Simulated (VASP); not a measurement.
# Sn3PbO4 (P4mm) in VASP: notebook

The runs below take Sn3PbO4 through single point, with PBE.

Everything below comes from runs of VASP 6.6.1. Logs are shortened: lines on timing, memory, paths and dates and some standing lists are left out, and cuts for length are marked.

**1. The cell of the first run**

It takes space group P4mm (No. 99, tetragonal). Conventional cell: a = 5.519 Å, b = 5.519 Å, c = 4.973 Å, α = 90.00°, β = 90.00°, γ = 90.00°. Within 3.0 Å of Sn (site symmetry 2mm) lie 4 O at 2.28 Å. Within 3.0 Å of Sn (site symmetry 4mm) lie 4 O at 2.28 Å. Within 3.0 Å of Pb (site symmetry 4mm) lie 4 O at 2.28 Å. O (site symmetry m) has 3 Sn at 2.28 Å and 1 Pb at 2.28 Å and 4 O at 2.76 Å within 3.0 Å.

**2. Single point, PBE**

INCAR

```
PREC = Accurate
ENCUT = 520
EDIFF = 1E-6
ISMEAR = 0
SIGMA = 0.1
LREAL = F
LASPH = T
NELM = 100
ALGO = Normal
ISIF = 2
LWAVE = F
LCHARG = T
GGA = PE
LELF = T
LVHAR = T
NBANDS = 50
```

KPOINTS

```
regular mesh
0
Gamma
  4 4 4
```

POSCAR

```
Sn3PbO4
1.0
    5.5187092300      0.0000000000      0.0000000000
    0.0000000000      5.5187092300      0.0000000000
    0.0000000000      0.0000000000      4.9729727300
Sn Pb O
3 1 4
Direct
    0.0000000000      0.5000000000      0.2369000000
    0.5000000000      0.0000000000      0.2369000000
    0.0000000000      0.0000000000      0.7631000000
    0.5000000000      0.5000000000      0.7631000000
    0.7500000000      0.2500000000      0.0000000000
    0.2500000000      0.7500000000      0.0000000000
    0.7500000000      0.7500000000      0.0000000000
    0.2500000000      0.2500000000      0.0000000000
```

Potentials or basis: VASP PAW PBE potentials, release 64 (Sn_d, Pb_d, O).

Started as:

```bash
$ cat potpaw_PBE.64/Sn_d/POTCAR potpaw_PBE.64/Pb_d/POTCAR potpaw_PBE.64/O/POTCAR > POTCAR
$ mpirun -np 1 vasp_std > vasp.out
```

OUTCAR:

```text
PREC = Accurate
   ENCUT = 520
   EDIFF = 1E-6
   ISMEAR = 0
   LREAL = F
   LASPH = T
   NELM = 100
   ISIF = 2
   GGA = PE

 ion  position               nearest neighbor table
   1  0.000  0.500  0.237-   5 2.28   6 2.28   7 2.28   8 2.28   3 3.63   4 3.63   3 3.63   4 3.63
                             4 3.80   4 3.80
   2  0.500  0.000  0.237-   5 2.28   6 2.28   7 2.28   8 2.28   3 3.63   4 3.63   4 3.63   3 3.63
                             4 3.80   4 3.80
   3  0.000  0.000  0.763-   5 2.28   6 2.28   7 2.28   8 2.28   1 3.63   2 3.63   1 3.63   2 3.63
                             4 3.90   4 3.90   4 3.90   4 3.90
   4  0.500  0.500  0.763-   5 2.28   6 2.28   7 2.28   8 2.28   1 3.63   2 3.63   2 3.63   1 3.63
                             1 3.80   2 3.80   2 3.80   1 3.80   3 3.90   3 3.90   3 3.90   3 3.90
   5  0.750  0.250  0.000-   1 2.28   2 2.28   3 2.28   4 2.28
   6  0.250  0.750  0.000-   1 2.28   2 2.28   3 2.28   4 2.28
   7  0.750  0.750  0.000-   1 2.28   2 2.28   3 2.28   4 2.28
   8  0.250  0.250  0.000-   1 2.28   2 2.28   3 2.28   4 2.28

  LATTYP: Found a simple tetragonal cell.
 ALAT       =     5.5187092300
 C/A-ratio  =     0.9011115684

  Lattice vectors:

 A1 = (   5.5187092300,   0.0000000000,   0.0000000000)
 A2 = (   0.0000000000,   5.5187092300,   0.0000000000)
 A3 = (   0.0000000000,   0.0000000000,   4.9729727300)

Analysis of symmetry for initial positions (statically):
=====================================================================
 Subroutine PRICEL returns:
 Original cell was already a primitive cell.

 Routine SETGRP: Setting up the symmetry group for a
 simple tetragonal supercell.

 Subroutine GETGRP returns: Found  8 space group operations
 (whereof  8 operations were pure point group operations)
 out of a pool of 16 trial point group operations.

The static configuration has the point symmetry C_4v.

Analysis of symmetry for dynamics (positions and initial velocities):
=====================================================================
 Subroutine PRICEL returns:
 Original cell was already a primitive cell.

 Routine SETGRP: Setting up the symmetry group for a
 simple tetragonal supercell.

 Subroutine GETGRP returns: Found  8 space group operations
 (whereof  8 operations were pure point group operations)
 out of a pool of 16 trial point group operations.

The dynamic configuration has the point symmetry C_4v.

 Subroutine INISYM returns: Found  8 space group operations
[... 106 lines left out ...]
   IBRION =     -1    ionic relax: 0-MD 1-quasi-New 2-CG
   NFREE  =      0    steps in history (QN), initial steepest desc. (CG)
   ISIF   =      2    stress and relaxation
   ISYM   =      2    0-nonsym 1-usesym 2-fastsym
   POTIM  = 0.5000    time-step for ionic-motion
   TEBEG  =    0.0;   TEEND  =   0.0 temperature during run
   PSTRESS=    0.0 pullay stress
   NELECT =      80.0000    total number of electrons
   NUPDOWN=      -1.0000    fix difference up-down
   EMIN   =  10.00;   EMAX   =-10.00  energy-range for DOS
   EFERMI =   0.00;   METHOD = LEGACY
   ISMEAR =     0;   SIGMA  =   0.10  broadening in eV -4-tet -1-fermi 0-gaus
   EFERMI_NEDOS =   21; number of points for ismear=-14 and -15
   IALGO  =     38    algorithm
   IMIX   =      4    mixing-type and parameters
     AMIX     =   0.40;   BMIX     =  1.00
     AMIX_MAG =   1.60;   BMIX_MAG =  1.00
  volume/ion in A,a.u.               =      18.93       127.76
  Fermi-wavevector in a.u.,A,eV,Ry     =   1.323349  2.500767 23.827245  1.751253
  Thomas-Fermi vector in A             =   2.452964
   LORBIT       =      0    0 simple, 1 ext, 2 COOP (PROOUT), +10 PAW based schemes
   GGA     = PE    functional components
   LHFCALC =     F    Hartree Fock is set to
   AEXX    =    0.0000 exact exchange contribution
   IVDW    =     0    specifies the selected vdW correction
   LEPSILON=     F    determine dielectric tensor
   LRPA    =     F    only Hartree local field effects (RPA)
 non-spin polarized calculation
 Gauss-broadening in eV      SIGMA  =   0.10
  energy-cutoff  :      520.00
  volume of cell :      151.46
 maximum number of plane-waves:      4122
 NGX is ok and might be reduce to    42
   NGX = 21   NGY = 21   NGZ = 19

 number of electron      79.9999984 magnetization

 Free energy of the ion-electron system (eV)
  ---------------------------------------------------
  ext. energy  EPLUGINS =         0.00000000
  ---------------------------------------------------
  free energy    TOTEN  =       -44.70387488 eV

  energy without entropy =      -44.70387228  energy(sigma->0) =      -44.70387358

 E-fermi :   6.2564     XC(G=0):  -9.9157

 val. band max:        5.9984089923   @ k =   0.0000   0.0000   0.0000
 cond. band min:       6.5248502559   @ k =   0.0000   0.0000   0.0000
 fundamental gap:      0.5264412636
 Fermi energy:         6.2564293747

 k-point     1 :       0.0000    0.0000    0.0000
  band No.  band energies     occupation
      1     -15.4595      2.00000
      2     -15.4030      2.00000
      3     -15.4030      2.00000
      4     -15.2199      2.00000
      5     -15.2000      2.00000
      6     -15.1985      2.00000
[... 943 lines left out ...]
     49      12.5904      0.00000
     50      12.7432      0.00000

------------------------ aborting loop because EDIFF is reached ----------------------------------------

  FORCE on cell =-STRESS in cart. coord.  units (eV):
  Direction    XX          YY          ZZ          XY          YZ          ZX
  --------------------------------------------------------------------------------------
  -------------------------------------------------------------------------------------
  Total        0.7146311      0.7146311      0.5319027      0.0000000     -0.0000000      0.0000000
  in kB        7.5596452      7.5596452      5.6266735      0.0000000     -0.0000000      0.0000000
  external PRESSURE =       6.9153213 kB  Pullay stress =       0.0000000 kB

 VOLUME and BASIS-vectors are now :
 -----------------------------------------------------------------------------
  energy-cutoff  :      520.00
  volume of cell :      151.46
      direct lattice vectors                 reciprocal lattice vectors
     5.518709230  0.000000000  0.000000000     0.181201792  0.000000000  0.000000000
     0.000000000  5.518709230  0.000000000     0.000000000  0.181201792  0.000000000
     0.000000000  0.000000000  4.972972730     0.000000000  0.000000000  0.201086966

 POSITION                                       TOTAL-FORCE (eV/Angst)
 -----------------------------------------------------------------------------------
      0.00000      2.75935      1.17810         0.000000     -0.000000     -0.641745
      2.75935      0.00000      1.17810         0.000000     -0.000000     -0.641745
      0.00000      0.00000      3.79488         0.000000     -0.000000      0.640216
      2.75935      2.75935      3.79488         0.000000     -0.000000     -1.418566
      4.13903      1.37968      0.00000         0.516837     -0.516837      0.515460
      1.37968      4.13903      0.00000        -0.516837      0.516837      0.515460
      4.13903      4.13903      0.00000         0.516837      0.516837      0.515460
      1.37968      1.37968      0.00000        -0.516837     -0.516837      0.515460
 -----------------------------------------------------------------------------------
    total drift:                                0.000000      0.000000     -0.000024

  FREE ENERGIE OF THE ION-ELECTRON SYSTEM (eV)
  ---------------------------------------------------
  free  energy   TOTEN  =       -44.7038748769 eV

  energy  without entropy=      -44.7038722759  energy(sigma->0) =      -44.70387358
```

OSZICAR:

```text
N       E                     dE             d eps       ncg     rms          rms(c)
DAV:   1     0.109171693573E+04    0.10917E+04   -0.37704E+04  1898   0.231E+03
DAV:   2     0.181243947025E+03   -0.91047E+03   -0.87129E+03  1824   0.664E+02
DAV:   3    -0.330911417675E+02   -0.21434E+03   -0.20394E+03  2118   0.263E+02
DAV:   4    -0.519499537903E+02   -0.18859E+02   -0.18476E+02  2122   0.805E+01
DAV:   5    -0.527171932407E+02   -0.76724E+00   -0.76500E+00  2256   0.174E+01    0.167E+01
DAV:   6    -0.446804285646E+02    0.80368E+01   -0.34212E+01  2936   0.533E+01    0.703E+00
DAV:   7    -0.447470305929E+02   -0.66602E-01   -0.55286E+00  2048   0.117E+01    0.377E+00
DAV:   8    -0.447338765271E+02    0.13154E-01   -0.10558E+00  2798   0.567E+00    0.131E+00
DAV:   9    -0.447011467766E+02    0.32730E-01   -0.16280E-01  2804   0.360E+00    0.377E-01
DAV:  10    -0.447047480691E+02   -0.36013E-02   -0.28058E-02  2654   0.135E+00    0.268E-01
DAV:  11    -0.447037866906E+02    0.96138E-03   -0.44694E-03  2742   0.576E-01    0.730E-02
DAV:  12    -0.447038936307E+02   -0.10694E-03   -0.17255E-03  2406   0.183E-01    0.547E-02
DAV:  13    -0.447038760314E+02    0.17599E-04   -0.13525E-04  2582   0.115E-01    0.220E-02
DAV:  14    -0.447038790475E+02   -0.30161E-05   -0.14788E-05  2536   0.310E-02    0.167E-02
DAV:  15    -0.447038745483E+02    0.44992E-05   -0.98608E-06  2108   0.259E-02    0.243E-03
DAV:  16    -0.447038748769E+02   -0.32861E-06   -0.26403E-06  1772   0.757E-03
   1 F= -.44703875E+02 E0= -.44703874E+02  d E =-.260098E-05
```

Wall time 1.8 min (1 thread of Intel Xeon Platinum 8488C (Sapphire Rapids), shared host); peak memory 0.32 GiB.

What came out:

| Property | Result |
| --- | --- |
| Free energy | -44.7039 eV |
| Pressure | 0.7 GPa |
| Largest force | 1.419 eV/Å |
| Band gap on the k mesh | 0.53 eV |

Forces in eV/Å, atoms in the order of the input:
```
Sn   0.000  0.000 -0.642
Sn   0.000  0.000 -0.642
Sn   0.000  0.000  0.640
Pb   0.000  0.000 -1.419
O    0.517 -0.517  0.515
O   -0.517  0.517  0.515
O    0.517  0.517  0.515
O   -0.517 -0.517  0.515
```

Stress tensor (GPa, compression positive):
```
0.76 0.00 0.00
0.00 0.76 0.00
0.00 0.00 0.56
```

Caveat: spin-orbit coupling is left out, which moves the levels of the heavy elements; forces of over 1 eV/Å act on the atoms, so gaps and moduli don't describe the material at rest.

**3. Single point, PBE**

This run uses another cell than the first one, of 19.57 Å³/atom.

INCAR

```
ALGO = Normal
EDIFF = 1E-6
ENCUT = 520
GGA = PE
ISIF = 2
ISMEAR = 0
LASPH = T
LCHARG = T
LELF = T
LREAL = F
LVHAR = T
LWAVE = F
NBANDS = 50
NELM = 100
PREC = Accurate
SIGMA = 0.1
```

KPOINTS

```
k-points
0
Gamma
  4 4 4
```

POSCAR

```
Sn3PbO4
1.0
    5.5321671289      0.0000000000      0.0000000000
    0.0000000000      5.5321671289      0.0000000000
    0.0000000000      0.0000000000      5.1153418984
Sn Pb O
3 1 4
Direct
    0.0000000000      0.5000000000      0.2220054929
    0.5000000000      0.0000000000      0.2220054929
    0.0000000000      0.0000000000      0.7825512572
    0.5000000000      0.5000000000      0.7489953997
    0.7538073240      0.2461926760      0.0061105894
    0.2461926760      0.7538073240      0.0061105894
    0.7538073240      0.7538073240      0.0061105894
    0.2461926760      0.2461926760      0.0061105894
```

Potentials or basis: VASP PAW PBE potentials, release 64 (Sn_d, Pb_d, O).

Started as:

```bash
$ cat potpaw_PBE.64/Sn_d/POTCAR potpaw_PBE.64/Pb_d/POTCAR potpaw_PBE.64/O/POTCAR > POTCAR
$ mpirun -np 1 vasp_std > vasp.out
```

Run time: 1.7 min. Hardware: 1 thread of Intel Xeon Platinum 8488C (Sapphire Rapids), shared host; peak memory 0.32 GiB.

Results (log left out):

- Free energy: -44.9185 eV
- Pressure: 0.2 GPa
- Largest force: 0.091 eV/Å
- Band gap on the k mesh: 0.66 eV

Forces on the atoms (eV/Å):
```
Sn   0.000  0.000  0.048
Sn   0.000  0.000  0.048
Sn   0.000  0.000 -0.091
Pb   0.000  0.000 -0.034
O    0.011 -0.011  0.008
O   -0.011  0.011  0.008
O    0.011  0.011  0.008
O   -0.011 -0.011  0.008
```

Stress tensor (GPa, compression positive):
```
0.06 0.00 0.00
0.00 0.06 0.00
0.00 0.00 0.47
```

Levels at points of the mesh, in eV from the valence-band top:
```
           k point  band 37  band 38  band 39  band 40  band 41  band 42  band 43  band 44
(0.00, 0.00, 0.00)    -2.09    -1.90    -1.52     0.00     0.66     0.66     1.86     4.22
(0.50, 0.00, 0.00)    -2.25    -2.24    -0.96    -0.35     2.25     2.63     2.87     3.09
(0.50, 0.50, 0.00)    -2.65    -2.07    -2.07    -1.99     2.52     3.02     3.02     3.40
(0.00, 0.00, 0.50)    -2.09    -2.05    -1.90    -1.61     1.68     2.67     2.67     3.54
(0.50, 0.00, 0.50)    -2.23    -1.63    -1.51    -1.41     1.84     1.89     2.88     3.28
(0.50, 0.50, 0.50)    -2.10    -1.26    -1.26    -1.23     2.23     2.45     2.45     2.82
```

Caveat: spin-orbit coupling is left out, which moves the levels of the heavy elements.

**4. Single point, PBE**

This run uses another cell than the first one, of 19.85 Å³/atom.

INCAR

```
ALGO = Normal
EDIFF = 1E-6
ENCUT = 520
GGA = PE
ISIF = 2
ISMEAR = 0
LASPH = True
LCHARG = False
LREAL = False
LWAVE = False
NBANDS = 50
NELM = 100
PREC = Accurate
SIGMA = 0.02
```

KPOINTS

```
k-points
0
Gamma
  6 6 6
```

POSCAR

```
Sn3PbO4
1.0
    5.5231993047      0.0000000000      0.0000000000
    0.0000000000      5.5231993047      0.0000000000
    0.0000000000      0.0000000000      5.2052724740
Sn Pb O
3 1 4
Direct
    0.0000000000      0.5000000000      0.2188089329
    0.5000000000      0.0000000000      0.2188089329
    0.0000000000      0.0000000000      0.7852252254
    0.5000000000      0.5000000000      0.7528947858
    0.7540316796      0.2459683204      0.0060655309
    0.2459683204      0.7540316796      0.0060655309
    0.7540316796      0.7540316796      0.0060655309
    0.2459683204      0.2459683204      0.0060655309
```

Started as:

```bash
$ cat potpaw_PBE.64/Sn_d/POTCAR potpaw_PBE.64/Pb_d/POTCAR potpaw_PBE.64/O/POTCAR > POTCAR
$ mpirun -np 1 vasp_std > vasp.out
```

Wall time 3.6 min (1 thread of Intel Xeon Platinum 8488C (Sapphire Rapids), shared host); peak memory 0.42 GiB.

The run converged. Its results:

```
Free energy            : -44.9236 eV
Pressure               : 0.2 GPa
Largest force          : 0.079 eV/Å
Band gap on the k mesh : 0.74 eV
```

Forces on the atoms (eV/Å):
```
Sn   0.000  0.000  0.079
Sn   0.000  0.000  0.079
Sn   0.000  0.000 -0.075
Pb   0.000  0.000 -0.043
O   -0.002  0.002 -0.010
O    0.002 -0.002 -0.010
O   -0.002 -0.002 -0.010
O    0.002  0.002 -0.010
```

Levels at points of the mesh, in eV from the valence-band top:
```tsv
k point	band 37	band 38	band 39	band 40	band 41	band 42	band 43	band 44
(0.00, 0.00, 0.00)	-2.08	-1.89	-1.52	0.00	0.74	0.74	1.82	4.09
(0.50, 0.00, 0.00)	-2.24	-2.22	-0.96	-0.35	2.32	2.69	2.82	3.03
(0.50, 0.50, 0.00)	-2.63	-2.03	-2.03	-1.97	2.47	2.94	2.94	3.34
(0.00, 0.00, 0.50)	-2.08	-2.00	-1.89	-1.63	1.70	2.71	2.71	3.62
(0.50, 0.00, 0.50)	-2.22	-1.66	-1.52	-1.42	1.87	1.90	2.94	3.25
(0.50, 0.50, 0.50)	-2.11	-1.26	-1.26	-1.25	2.18	2.38	2.38	2.76
```

Caveat: spin-orbit coupling is left out, which moves the levels of the heavy elements.

**5. The runs side by side**

| cell | k mesh | smearing | gap on the mesh (eV) | pressure (GPa) | largest force (eV/Å) |
| --- | --- | --- | --- | --- | --- |
| a = 5.519, b = 5.519, c = 4.973 Å, 8 atoms, atomic positions A | 4 × 4 × 4 | gaussian 0.1 eV | 0.53 | 0.7 | 1.42 |
| a = 5.532, b = 5.532, c = 5.115 Å, 8 atoms, atomic positions B | 4 × 4 × 4 | gaussian 0.1 eV | 0.66 | 0.2 | 0.09 |
| a = 5.523, b = 5.523, c = 5.205 Å, 8 atoms, atomic positions C | 6 × 6 × 6 | gaussian 0.02 eV | 0.74 | 0.2 | 0.08 |

Alike in all rows: task single point; level PBE; potentials or basis VASP PAW PBE potentials, release 64 (Sn_d, Pb_d, O); no spin polarisation; cutoff (eV) 520.

Caveats: spin-orbit coupling is left out, which moves the levels of the heavy elements; forces of over 1 eV/Å act on the atoms, so gaps and moduli don't describe the material at rest (at least some runs).

Absolute energies hang on the potentials; compare differences alone.
